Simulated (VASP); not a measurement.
# WS2 (Tungstenite) (P6_3/mmc) in VASP: a series of runs, part 2 of 2

VASP 6.6.1.

### Step 3. Single point, LDA (in-plane strain +0.02)

File INCAR:

```
PREC     = Accurate       # precision mode
ENCUT    = 520            # plane-wave cutoff, eV
EDIFF    = 1E-6           # SCF threshold, eV
ISMEAR   = 0              # smearing method
SIGMA    = 0.01           # smearing width, eV
LREAL    = False          # projectors in reciprocal space
LASPH    = True           # aspherical terms in the spheres
NELM     = 60             # most SCF steps
ALGO     = Normal         # electronic algorithm
ISIF     = 2              # what is computed and relaxed
LWAVE    = False          # write WAVECAR
LCHARG   = False          # write CHGCAR
NBANDS   = 35             # bands
```

File KPOINTS:

```
regular mesh
0
Gamma
  6 6 2
```

File POSCAR:

```
WS2
1.0
    3.1893598752      0.0000000000      0.0000000000
   -1.5946799376      2.7620666737      0.0000000000
    0.0000000000      0.0000000000     12.0132773079
W S
2 4
Direct
    0.3333333333      0.6666666667      0.2500000000
    0.6666666667      0.3333333333      0.7500000000
    0.3333333333      0.6666666667      0.6215353982
    0.6666666667      0.3333333333      0.1215353982
    0.3333333333      0.6666666667      0.8784646018
    0.6666666667      0.3333333333      0.3784646018
```

Potentials or basis: VASP PAW LDA potentials, release 64 (W_sv, S).

On the command line:

```sh
$ cat potpaw_LDA.64/W_sv/POTCAR potpaw_LDA.64/S/POTCAR > POTCAR
$ mpirun -np 1 vasp_std > vasp.out
```

OUTCAR:

```text
PREC = Accurate
   ENCUT = 520
   EDIFF = 1E-6
   ISMEAR = 0
   LREAL = False
   LASPH = True
   NELM = 60
   ISIF = 2

 ion  position               nearest neighbor table
   1  0.333  0.667  0.250-   4 2.40   6 2.40   4 2.40   6 2.40   4 2.40   6 2.40
   2  0.667  0.333  0.750-   3 2.40   5 2.40   3 2.40   5 2.40   3 2.40   5 2.40
   3  0.333  0.667  0.622-   2 2.40   2 2.40   2 2.40
   4  0.667  0.333  0.122-   1 2.40   1 2.40   1 2.40
   5  0.333  0.667  0.878-   2 2.40   2 2.40   2 2.40
   6  0.667  0.333  0.378-   1 2.40   1 2.40   1 2.40

  LATTYP: Found a hexagonal cell.
 ALAT       =     3.1893598752
 C/A-ratio  =     3.7666734950

  Lattice vectors:

 A1 = (   3.1893598752,   0.0000000000,   0.0000000000)
 A2 = (  -1.5946799376,   2.7620666737,   0.0000000000)
 A3 = (   0.0000000000,   0.0000000000,  12.0132773079)

Analysis of symmetry for initial positions (statically):
=====================================================================
 Subroutine PRICEL returns:
 Original cell was already a primitive cell.

[... 172 lines left out ...]
 cond. band min:       8.3953091247   @ k =   0.1667   0.1667   0.0000
 fundamental gap:      0.7925739000
 Fermi energy:         7.7500569130

 k-point     1 :       0.0000    0.0000    0.0000
  band No.  band energies     occupation
      1     -66.7846      2.00000
      2     -66.7846      2.00000
      3     -31.2972      2.00000
      4     -31.2971      2.00000
      5     -31.1464      2.00000
      6     -31.1464      2.00000
[... 521 lines left out ...]
     34      12.0783      0.00000
     35      14.0007      0.00000

------------------------ aborting loop because EDIFF is reached ----------------------------------------

  FORCE on cell =-STRESS in cart. coord.  units (eV):
  Direction    XX          YY          ZZ          XY          YZ          ZX
  --------------------------------------------------------------------------------------
  -------------------------------------------------------------------------------------
  Total       -3.8151894     -3.8151894     -0.1022937      0.0000000      0.0000000      0.0000000
  in kB      -57.7600422    -57.7600422     -1.5486747      0.0000000      0.0000000      0.0000000
  external PRESSURE =     -39.0229197 kB  Pullay stress =       0.0000000 kB

 VOLUME and BASIS-vectors are now :
 -----------------------------------------------------------------------------
  energy-cutoff  :      520.00
  volume of cell :      105.83
      direct lattice vectors                 reciprocal lattice vectors
     3.189359875  0.000000000  0.000000000     0.313542541  0.181023871  0.000000000
    -1.594679938  2.762066674  0.000000000     0.000000000  0.362047741  0.000000000
     0.000000000  0.000000000 12.013277308     0.000000000  0.000000000  0.083241232

 POSITION                                       TOTAL-FORCE (eV/Angst)
 -----------------------------------------------------------------------------------
     -0.00000      1.84138      3.00332        -0.000000      0.000000      0.000000
      1.59468      0.92069      9.00996        -0.000000      0.000000      0.000000
     -0.00000      1.84138      7.46668         0.000000     -0.000000      0.038976
      1.59468      0.92069      1.46004         0.000000      0.000000      0.038976
     -0.00000      1.84138     10.55324         0.000000     -0.000000     -0.038976
      1.59468      0.92069      4.54660         0.000000      0.000000     -0.038976
 -----------------------------------------------------------------------------------
    total drift:                               -0.000000      0.000000     -0.000000

  FREE ENERGIE OF THE ION-ELECTRON SYSTEM (eV)
  ---------------------------------------------------
  free  energy   TOTEN  =       -52.4517321091 eV

  energy  without entropy=      -52.4517321091  energy(sigma->0) =      -52.45173211
```

OSZICAR:

```text
N       E                     dE             d eps       ncg     rms          rms(c)
DAV:   1     0.512210826936E+03    0.51221E+03   -0.28601E+04  1076   0.149E+03
DAV:   2    -0.215105510134E+02   -0.53372E+03   -0.51660E+03  1136   0.413E+02
DAV:   3    -0.544013156519E+02   -0.32891E+02   -0.32363E+02  1213   0.973E+01
DAV:   4    -0.551997861584E+02   -0.79847E+00   -0.79454E+00  1192   0.159E+01
DAV:   5    -0.552149642779E+02   -0.15178E-01   -0.15174E-01  1157   0.233E+00    0.383E+01
DAV:   6    -0.528526393121E+02    0.23623E+01   -0.82486E+00  1117   0.189E+01    0.160E+01
DAV:   7    -0.526092033483E+02    0.24344E+00   -0.24677E+00  1044   0.840E+00    0.676E+00
DAV:   8    -0.524542208224E+02    0.15498E+00   -0.37675E-01  1128   0.419E+00    0.187E+00
DAV:   9    -0.524542000548E+02    0.20768E-04   -0.46164E-02  1149   0.108E+00    0.930E-01
DAV:  10    -0.524520393116E+02    0.21607E-02   -0.18246E-02  1174   0.868E-01    0.332E-01
DAV:  11    -0.524517703022E+02    0.26901E-03   -0.30025E-03  1064   0.328E-01    0.186E-01
DAV:  12    -0.524517344922E+02    0.35810E-04   -0.11701E-04  1128   0.701E-02    0.705E-02
DAV:  13    -0.524517337753E+02    0.71688E-06   -0.18145E-05  1101   0.253E-02    0.453E-02
DAV:  14    -0.524517325514E+02    0.12239E-05   -0.12248E-05  1047   0.215E-02    0.202E-02
DAV:  15    -0.524517321091E+02    0.44232E-06   -0.10974E-06   576   0.737E-03
   1 F= -.52451732E+02 E0= -.52451732E+02  d E =-.432722E-98
```

stdout:

```text
POSCAR found type information on POSCAR W S
 POSCAR found :  2 types and       6 ions
 scaLAPACK will be used
 LDA part: xc-table for (Slater(with rela. corr.)+CA(PZ))
 , standard interpolation
 POSCAR, INCAR and KPOINTS ok, starting setup
 FFT: planning ... GRIDC
 FFT: planning ... GRID_SOFT
 FFT: planning ... GRID
 WAVECAR not read
 entering main loop
```

It took 43 s on 1 thread of Intel Xeon Platinum 8375C at 2.90GHz (Ice Lake), shared host; peak memory 0.2 GiB.

What came out:

| Item | Value |
| --- | --- |
| Free energy | -52.4517 eV |
| Pressure | -3.9 GPa |
| Largest force | 0.039 eV/Å |
| Band gap on the k mesh | 0.79 eV, indirect (least direct gap 1.62 eV) |

Forces in eV/Å, atoms in the order of the input:
```
W    0.000  0.000  0.000
W    0.000  0.000  0.000
S    0.000  0.000  0.039
S    0.000  0.000  0.039
S    0.000  0.000 -0.039
S    0.000  0.000 -0.039
```

Caveat: the cell differs from its parent crystal (in-plane strain +0.02); spin-orbit coupling is left out, which moves the levels of the heavy elements. A k mesh can miss the band edges.

### Step 4. Single point, LDA (in-plane strain +0.02, then relaxed in part)

File INCAR:

```
PREC = Accurate
ENCUT = 520
EDIFF = 1E-6
ISMEAR = 0
SIGMA = 0.01
LREAL = F
LASPH = T
NELM = 60
ALGO = Normal
ISIF = 2
LWAVE = F
LCHARG = F
GGA = CA
NBANDS = 35
```

KPOINTS is that of step 3.

File POSCAR:

```
WS2
1.0
    3.1893598752      0.0000000000      0.0000000000
   -1.5946799376      2.7620666737      0.0000000000
    0.0000000000      0.0000000000     12.0598410847
W S
2 4
Direct
    0.3333333333      0.6666666667      0.2500000000
    0.6666666667      0.3333333333      0.7500000000
    0.3333333333      0.6666666667      0.6223332738
    0.6666666667      0.3333333333      0.1223332738
    0.3333333333      0.6666666667      0.8776667262
    0.6666666667      0.3333333333      0.3776667262
```

On the command line:

```sh
$ cat potpaw_LDA.64/W_sv/POTCAR potpaw_LDA.64/S/POTCAR > POTCAR
$ mpirun -np 1 vasp_std > vasp.out
```

Wall time 34 s (1 thread of Intel Xeon Platinum 8488C (Sapphire Rapids), shared host); peak memory 0.2 GiB.

The run converged. Its results:

```yaml
Free_energy: -52.4521 eV
Pressure: -3.6 GPa
Largest_force: 0.045 eV/Å
Band_gap_on_the_k_mesh: 0.81 eV, indirect (least direct gap 1.62 eV)
```

Forces in eV/Å, atoms in the order of the input:
```
W    0.000  0.000  0.000
W    0.000  0.000  0.000
S    0.000  0.000 -0.045
S    0.000  0.000 -0.045
S    0.000  0.000  0.045
S    0.000  0.000  0.045
```

Stress tensor (GPa, compression positive):
```
-5.52  0.00  0.00
 0.00 -5.52  0.00
 0.00  0.00  0.37
```

Levels at points of the mesh, in eV from the valence-band top:
```tsv
k point	band 24	band 25	band 26	band 27	band 28	band 29
(0.00, 0.00, 0.00)	-1.37	-1.25	0.00	2.01	2.01	2.01
(0.50, 0.00, 0.00)	-2.07	-1.90	-1.65	1.88	1.93	2.27
(0.00, 0.00, 0.50)	-2.60	-0.29	-0.29	2.00	2.00	2.00
(0.50, 0.00, 0.50)	-2.19	-1.76	-1.76	1.90	1.90	2.41
```

Caveat: the cell differs from its parent crystal (in-plane strain +0.02, then relaxed in part); spin-orbit coupling is left out, which moves the levels of the heavy elements.

### Step 5. Single point, LDA

This run uses another cell than the first one, of 17.16 Å³/atom, 0.986 times its volume.

File INCAR:

```
PREC = Accurate ; ENCUT = 520
EDIFF = 1E-6 ; ISMEAR = -1
SIGMA = 0.08 ; LREAL = F
LASPH = T ; NELM = 100
ALGO = Normal ; ISIF = 2
LWAVE = F ; LCHARG = F
GGA = CA ; NBANDS = 35
```

File KPOINTS:

```
Automatic mesh
0
Gamma
  12 12 4
```

File POSCAR:

```
WS2
1.0
    3.1268234070      0.0000000000      0.0000000000
   -1.5634117035      2.7079085036      0.0000000000
    0.0000000000      0.0000000000     12.1591875586
W S
2 4
Direct
    0.3333333333      0.6666666667      0.2500000000
    0.6666666667      0.3333333333      0.7500000000
    0.3333333333      0.6666666667      0.6215353982
    0.6666666667      0.3333333333      0.1215353982
    0.3333333333      0.6666666667      0.8784646018
    0.6666666667      0.3333333333      0.3784646018
```

On the command line:

```sh
$ cat potpaw_LDA.64/W_sv/POTCAR potpaw_LDA.64/S/POTCAR > POTCAR
$ mpirun -np 1 vasp_std > vasp.out
```

Wall time 2.1 min (1 thread of Intel Xeon Platinum 8488C (Sapphire Rapids), shared host); peak memory 0.29 GiB.

Results (log left out):

* Free energy: -52.5260 eV
* Pressure: 0.4 GPa
* Largest force: 0.048 eV/Å
* Band gap on the k mesh: 0.85 eV, indirect (least direct gap 1.89 eV)

Forces on the atoms (eV/Å):
```
W    0.000  0.000  0.000
W    0.000  0.000  0.000
S    0.000  0.000 -0.048
S    0.000  0.000 -0.048
S    0.000  0.000  0.048
S    0.000  0.000  0.048
```

Levels at points of the mesh, in eV from the valence-band top:
| k point | band 23 | band 24 | band 25 | band 26 | band 27 | band 28 | band 29 | band 30 |
| --- | --- | --- | --- | --- | --- | --- | --- | --- |
| (0.00, 0.00, 0.00) | -2.24 | -1.45 | -1.40 | 0.00 | 2.32 | 2.32 | 2.33 | 2.33 |
| (0.50, 0.00, 0.00) | -1.97 | -1.78 | -1.73 | -1.59 | 2.33 | 2.38 | 2.55 | 2.94 |
| (0.00, 0.00, 0.50) | -2.27 | -2.27 | -0.33 | -0.33 | 2.31 | 2.31 | 2.31 | 2.31 |
| (0.50, 0.00, 0.50) | -1.85 | -1.85 | -1.67 | -1.67 | 2.35 | 2.35 | 2.78 | 2.78 |

Caveat: spin-orbit coupling is left out, which moves the levels of the heavy elements. LDA gaps usually lie below the measured ones, often by a third to a half.

### Step 6. Summary

| cell | k mesh | smearing | gap on the mesh (eV) | pressure (GPa) | largest force (eV/Å) |
| --- | --- | --- | --- | --- | --- |
| a = 3.158, b = 3.158, c = 12.086 Å, angles 90.0, 90.0, 120.0°, 6 atoms | 6 × 6 × 2 | gaussian 0.01 eV | 0.82 | -1.8 | - |
| a = 3.189, b = 3.189, c = 12.013 Å, angles 90.0, 90.0, 120.0°, 6 atoms | 6 × 6 × 2 | gaussian 0.01 eV | 0.79 | -3.9 | 0.04 |
| a = 3.189, b = 3.189, c = 12.060 Å, angles 90.0, 90.0, 120.0°, 6 atoms | 6 × 6 × 2 | gaussian 0.01 eV | 0.81 | -3.6 | 0.04 |
| a = 3.127, b = 3.127, c = 12.159 Å, angles 90.0, 90.0, 120.0°, 6 atoms | 12 × 12 × 4 | fermi-dirac 0.08 eV | 0.85 | 0.4 | 0.05 |

Alike in all rows: task single point; level LDA; potentials or basis VASP PAW LDA potentials, release 64 (W_sv, S); no spin polarisation; cutoff (eV) 520.

Caveats: spin-orbit coupling is left out, which moves the levels of the heavy elements.

Absolute energies hang on the potentials; compare differences alone.
